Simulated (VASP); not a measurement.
Write the native input for VASP 6.6.1 that does the following.

| Quantity | Value |
| --- | --- |
| Task | single point |
| Functional | r2SCAN |
| Potentials or basis | VASP PAW PBE potentials, release 64 (Ru_pv) |
| Cutoff | 520 eV |
| k mesh | 13 × 13 × 8 |
| Occupations | fermi-dirac, width 0.1 eV |
| Spin | no spin polarisation |
| Dipole correction | no |
| Further INCAR settings | ALGO = Normal; EDIFF = 1e-06; NBANDS = 21 |

Crystal: Ru.

```
Ru
1.0
     2.70595    0.00000    0.00000
    -1.35297    2.34342    0.00000
     0.00000    0.00000    4.25791
Ru
2
Direct
  0.33333 0.66667 0.25000
  0.66667 0.33333 0.75000
```

One way to write it, as run:

POSCAR

```
Ru
1.0
    2.7059477275      0.0000000000      0.0000000000
   -1.3529738637      2.3434194734      0.0000000000
    0.0000000000      0.0000000000      4.2579056553
Ru
2
Direct
    0.3333333333      0.6666666667      0.2500000000
    0.6666666667      0.3333333333      0.7500000000
```

INCAR.step1

```
  PREC = Accurate
  ENCUT = 520
  ISMEAR = -1
  SIGMA = 0.1
  LREAL = F
  LASPH = T
  NELM = 100
  NBANDS = 21
  GGA = PE
  ALGO = Normal
  EDIFF = 1E-4
  LWAVE = T
  LCHARG = F
```

INCAR.step2

```
  PREC = Accurate
  ENCUT = 520
  EDIFF = 1E-6
  ISMEAR = -1
  SIGMA = 0.1
  LREAL = F
  LASPH = T
  NELM = 100
  ALGO = Normal
  ISIF = 2
  LWAVE = F
  LCHARG = F
  METAGGA = R2SCAN
  LMIXTAU = T
  NBANDS = 21
  ISTART = 1
```

KPOINTS

```
regular mesh
0
Gamma
  13 13 8
```

Potentials or basis: VASP PAW PBE potentials, release 64 (Ru_pv).

The run is started by

```bash
$ cat potpaw_PBE.64/Ru_pv/POTCAR > POTCAR
$ cp INCAR.step1 INCAR
$ mpirun -np 1 vasp_std > vasp.out
$ cp INCAR.step2 INCAR
$ mpirun -np 1 vasp_std > vasp.out
```

It gave:

```json
{
 "Pressure": "1.5 GPa",
 "Band gap on the k mesh": "zero (bands 14 and 15 overlap by 3.25 eV)"
}
```

Caveat: the PAW data sets were made with another functional, which shifts forces and pressure a little.

Run time: 100 s on 1 thread of Intel(R) Xeon(R) Platinum 8375C CPU @ 2.90GHz (Ice Lake), with other jobs on the host, peak memory 0.17 GiB.
